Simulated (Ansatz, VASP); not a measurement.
Two plane-wave programs on SiC

```
CELL_PARAMETERS angstrom
3.07530 0.00000 0.00000
-1.53765 2.66329 0.00000
0.00000 0.00000 5.25027
ATOMIC_POSITIONS crystal
Si 0.33333 0.66667 0.50075
Si 0.66667 0.33333 0.00075
C 0.33333 0.66667 0.87425
C 0.66667 0.33333 0.37425
```

Alike in both runs: task single point; functional r2SCAN; k mesh 12 × 12 × 6; occupations gaussian, width 0.02 eV; no spin polarisation.

|  | VASP | Ansatz |
| --- | --- | --- |
| version | VASP 6.6.1 | Ansatz 0.2.0 |
| potentials or method | VASP PAW PBE potentials, release 64 (Si, C), cutoff 520 eV | scalar-relativistic, plane waves, PAW |
| valence electrons in the cell | 16 | 16 |

```tsv
	VASP	Ansatz	Ansatz less VASP
gap on the k mesh at the Fermi level (eV)	2.47	2.47	-0.004
least direct gap on the mesh (eV)	4.72	4.71	-0.009
pressure (GPa)	-8.1	-7.9	+0.15
traceless stress, the component that is largest in VASP (GPa)	-12.98	-12.90	+0.070
```

VASP's potentials were made for PBE, not for r2SCAN.
